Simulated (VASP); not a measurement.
# CdTe (I-4m2) in VASP: a series of runs, part 3 of 3

VASP 6.6.1. The steps go on from the part before.

## Step 5: Single point, r2SCAN (in-plane strain -0.01)

The input, POSCAR:

```
CdTe
1.0
    3.2450950793      3.2450950793      0.0000000000
   -3.2450950793      3.2450950793      0.0000000000
    0.0000000000      3.2450950793      3.2975410604
Cd Te
1 1
Direct
    0.0000000000      0.0000000000      0.0000000000
    0.7500000000      0.2500000000      0.5000000000
```

The input, INCAR.step1:

```
SYSTEM = CdTe
PREC = Accurate
ENCUT = 550
ISMEAR = 0
SIGMA = 0.01
LREAL = .False.
LASPH = .True.
NELM = 120
NBANDS = 16
GGA = PE
ALGO = Normal
EDIFF = 1E-5
LWAVE = .True.
LCHARG = .False.
GGA_COMPAT = .False.
```

The input, INCAR.step2:

```
SYSTEM = CdTe
PREC = Accurate
ENCUT = 550
EDIFF = 1E-6
ISMEAR = 0
SIGMA = 0.01
LREAL = .False.
LASPH = .True.
NELM = 120
ALGO = Normal
ISIF = 2
LWAVE = .False.
LCHARG = .False.
METAGGA = R2SCAN
LMIXTAU = .True.
NBANDS = 16
ISTART = 1
GGA_COMPAT = .False.
```

The input, KPOINTS:

```
regular mesh
0
Gamma
  6 6 6
  0 0 0
```

Potentials or basis: VASP PAW PBE potentials, release 64 (Cd, Te).

Command:

```bash
$ cat potpaw_PBE.64/Cd/POTCAR potpaw_PBE.64/Te/POTCAR > POTCAR
$ cp INCAR.step1 INCAR
$ mpirun -np 1 vasp_std > vasp.out
$ cp INCAR.step2 INCAR
$ mpirun -np 1 vasp_std > vasp.out
```

OUTCAR:

```text
SYSTEM = CdTe
   PREC = Accurate
   ENCUT = 550
   EDIFF = 1E-6
   ISMEAR = 0
   LREAL = .False.
   LASPH = .True.
   NELM = 120
   ISIF = 2
   METAGGA = R2SCAN
   ISTART = 1

 ion  position               nearest neighbor table
   1  0.000  0.000  0.000-   2 2.83   2 2.83   2 2.83   2 2.83
   2  0.750  0.250  0.500-   1 2.83   1 2.83   1 2.83   1 2.83

  LATTYP: Found a body centered tetragonal cell.
 ALAT       =     4.5892574723
 C/A-ratio  =     1.4370695391

  Lattice vectors:

 A1 = (   3.2450950793,   0.0000000000,  -3.2975410604)
 A2 = (  -3.2450950793,   0.0000000000,  -3.2975410604)
 A3 = (   0.0000000000,   3.2450950793,   3.2975410604)

Analysis of symmetry for initial positions (statically):
=====================================================================
 Subroutine PRICEL returns:
 Original cell was already a primitive cell.

 Routine SETGRP: Setting up the symmetry group for a
 body centered tetragonal supercell.

 Subroutine GETGRP returns: Found  8 space group operations
 (whereof  8 operations were pure point group operations)
 out of a pool of 16 trial point group operations.

The static configuration has the point symmetry D_2d.

Analysis of symmetry for dynamics (positions and initial velocities):
[... 156 lines left out ...]

  energy without entropy =      -46.63799152  energy(sigma->0) =      -46.63799152

 E-fermi :   2.0246     XC(G=0):  -9.0093

 val. band max:        1.9373865766   @ k =   0.0000   0.0000   0.0000
 cond. band min:       3.1235347408   @ k =   0.0000   0.0000   0.0000
 fundamental gap:      1.1861481643
 Fermi energy:         2.0245523676

 k-point     1 :       0.0000    0.0000    0.0000
  band No.  band energies     occupation
      1      -9.4888      2.00000
      2      -6.5801      2.00000
      3      -6.5759      2.00000
      4      -6.5759      2.00000
      5      -6.3095      2.00000
      6      -6.3080      2.00000
[... 433 lines left out ...]
      3      -6.4588      2.00000
      4      -6.3316      2.00000
      5      -6.3052      2.00000
      6      -5.7986      2.00000
[... 8 lines left out ...]
     15      12.9289      0.00000
     16      13.5781      0.00000

 [... further k-points ...]
[... 5 lines left out ...]
  --------------------------------------------------------------------------------------
  -------------------------------------------------------------------------------------
  Total        0.3540112      0.3540112      0.2358266      0.0000000      0.0000000      0.0000000
  in kB        8.1668117      8.1668117      5.4403677      0.0000000      0.0000000      0.0000000
  external PRESSURE =       7.2579970 kB  Pullay stress =       0.0000000 kB

 VOLUME and BASIS-vectors are now :
 -----------------------------------------------------------------------------
  energy-cutoff  :      550.00
  volume of cell :       69.45
      direct lattice vectors                 reciprocal lattice vectors
     3.245095079  3.245095079  0.000000000     0.154078690  0.154078690 -0.151628135
    -3.245095079  3.245095079  0.000000000    -0.154078690  0.154078690 -0.151628135
     0.000000000  3.245095079  3.297541060     0.000000000  0.000000000  0.303256269

 POSITION                                       TOTAL-FORCE (eV/Angst)
 -----------------------------------------------------------------------------------
      0.00000      0.00000      0.00000         0.000000      0.000000      0.000000
      1.62255      4.86764      1.64877        -0.000000     -0.000000      0.000000
 -----------------------------------------------------------------------------------
    total drift:                               -0.000000     -0.000000      0.000000

  FREE ENERGIE OF THE ION-ELECTRON SYSTEM (eV)
  ---------------------------------------------------
  free  energy   TOTEN  =       -46.6379915232 eV

  energy  without entropy=      -46.6379915232  energy(sigma->0) =      -46.63799152
```

OUTCAR.step1:

```text
SYSTEM = CdTe
   PREC = Accurate
   ENCUT = 550
   ISMEAR = 0
   LREAL = .False.
   LASPH = .True.
[... 678 lines left out ...]
      0.00000      0.00000      0.00000         0.000000     -0.000000      0.000000
      1.62255      4.86764      1.64877        -0.000000      0.000000      0.000000
 -----------------------------------------------------------------------------------
    total drift:                               -0.000000     -0.000000      0.000000

  FREE ENERGIE OF THE ION-ELECTRON SYSTEM (eV)
  ---------------------------------------------------
  free  energy   TOTEN  =        -4.7888547993 eV

  energy  without entropy=       -4.7888547993  energy(sigma->0) =       -4.78885480
```

OSZICAR.step1:

```text
N       E                     dE             d eps       ncg     rms          rms(c)
DAV:   1     0.102197462609E+03    0.10220E+03   -0.84714E+03   968   0.101E+03
DAV:   2    -0.134793716518E+01   -0.10355E+03   -0.98768E+02  1152   0.238E+02
DAV:   3    -0.498683895986E+01   -0.36389E+01   -0.36338E+01  1216   0.465E+01
DAV:   4    -0.502110908419E+01   -0.34270E-01   -0.34268E-01  1424   0.396E+00
DAV:   5    -0.502118574581E+01   -0.76662E-04   -0.76661E-04  1312   0.179E-01    0.537E+00
DAV:   6    -0.480304610993E+01    0.21814E+00   -0.37166E-01  1128   0.723E+00    0.442E+00
DAV:   7    -0.478747272577E+01    0.15573E-01   -0.10595E-01  1088   0.210E+00    0.171E+00
DAV:   8    -0.478842594178E+01   -0.95322E-03   -0.10681E-02  1160   0.117E+00    0.462E-01
DAV:   9    -0.478875656636E+01   -0.33062E-03   -0.96539E-04  1096   0.325E-01    0.107E-01
DAV:  10    -0.478881599080E+01   -0.59424E-04   -0.11391E-04  1272   0.102E-01    0.554E-02
DAV:  11    -0.478885570977E+01   -0.39719E-04   -0.79941E-05  1088   0.573E-02    0.372E-02
DAV:  12    -0.478885479926E+01    0.91051E-06   -0.29344E-06  1000   0.143E-02
   1 F= -.47888548E+01 E0= -.47888548E+01  d E =-.498264E-27
```

Run time: 1.9 min. Hardware: 1 thread of AMD EPYC 9R45 (Zen 5), shared host; peak memory 0.2 GiB.

What came out:

| Quantity | Value |
| --- | --- |
| Free energy | -46.6380 eV |
| Pressure | 0.7 GPa |
| Band gap on the k mesh | 1.19 eV |

Caveat: the cell differs from its parent crystal (in-plane strain -0.01); the PAW data sets were made with another functional, which shifts forces and pressure a little; spin-orbit coupling is left out, which moves the levels of the heavy elements.

## Step 6: Single point, r2SCAN (in-plane strain -0.01, then relaxed in part)

Edit POSCAR of step 5 so:

```diff
@@ -4,3 +4,3 @@
    -3.2450950793      3.2450950793      0.0000000000
-    0.0000000000      3.2450950793      3.2975410604
+    0.0000000000      3.2450950793      3.3235182323
 Cd Te
```

The input, INCAR.step1:

```
  ALGO = Normal
  EDIFF = 1E-5
  ENCUT = 550
  GGA = PE
  GGA_COMPAT = False
  ISMEAR = 0
  LASPH = True
  LCHARG = False
  LREAL = False
  LWAVE = True
  NBANDS = 16
  NELM = 120
  PREC = Accurate
  SIGMA = 0.01
```

The input, INCAR.step2:

```
  ALGO = Normal
  EDIFF = 1E-6
  ENCUT = 550
  GGA_COMPAT = False
  ISIF = 2
  ISMEAR = 0
  ISTART = 1
  LASPH = True
  LCHARG = True
  LELF = True
  LMIXTAU = True
  LREAL = False
  LVHAR = True
  LWAVE = False
  METAGGA = R2SCAN
  NBANDS = 16
  NELM = 120
  PREC = Accurate
  SIGMA = 0.01
```

The input, KPOINTS:

```
k-points
0
Gamma
  6 6 6
```

Potentials or basis: VASP PAW PBE potentials, release 64 (Cd, Te).

Command:

```bash
$ cat potpaw_PBE.64/Cd/POTCAR potpaw_PBE.64/Te/POTCAR > POTCAR
$ cp INCAR.step1 INCAR
$ mpirun -np 1 vasp_std > vasp.out
$ cp INCAR.step2 INCAR
$ mpirun -np 1 vasp_std > vasp.out
```

Wall time 1.9 min (1 thread of AMD EPYC 9R45 (Zen 5), shared host); peak memory 0.2 GiB.

It converged, with:

```yaml
Free_energy: -46.6392 eV
Pressure: 0.4 GPa
Band_gap_on_the_k_mesh: 1.15 eV
```

Stress tensor (GPa, compression positive):
```
0.52 0.00 0.00
0.00 0.52 0.00
0.00 0.00 0.10
```

Levels at points of the mesh, in eV from the valence-band top:
```csv
k point,band 7,band 8,band 9,band 10,band 11,band 12
"(0.00, 0.00, 0.00)",-0.08,0.00,0.00,1.15,5.02,5.02
"(0.50, 0.00, 0.00)",-4.36,-0.83,-0.72,2.17,5.51,5.64
"(0.50, 0.50, 0.00)",-4.20,-1.89,-1.86,2.88,2.90,9.32
"(0.00, 0.00, 0.50)",-4.32,-1.77,-1.77,2.98,3.08,9.15
```

Caveat: the cell differs from its parent crystal (in-plane strain -0.01, then relaxed in part); the PAW data sets were made with another functional, which shifts forces and pressure a little; spin-orbit coupling is left out, which moves the levels of the heavy elements.

## Step 7: Overview

| cell | gap on the mesh (eV) | pressure (GPa) |
| --- | --- | --- |
| a = 4.543, b = 4.543, c = 4.618 Å, angles 60.5, 60.5, 90.0°, 2 atoms | 1.21 | 1.4 |
| a = 4.543, b = 4.543, c = 4.654 Å, angles 60.8, 60.8, 90.0°, 2 atoms | 1.14 | 0.7 |
| a = 4.589, b = 4.589, c = 4.626 Å, angles 60.3, 60.3, 90.0°, 2 atoms | 1.19 | 0.7 |
| a = 4.589, b = 4.589, c = 4.645 Å, angles 60.4, 60.4, 90.0°, 2 atoms | 1.15 | 0.4 |

Alike in all rows: task single point; level r2SCAN; potentials or basis VASP PAW PBE potentials, release 64 (Cd, Te); no spin polarisation; k mesh 6 × 6 × 6; cutoff (eV) 550; smearing gaussian 0.01 eV.

Caveats: the PAW data sets were made with another functional, which shifts forces and pressure a little; spin-orbit coupling is left out, which moves the levels of the heavy elements.

Absolute energies hang on the potentials; compare differences alone.
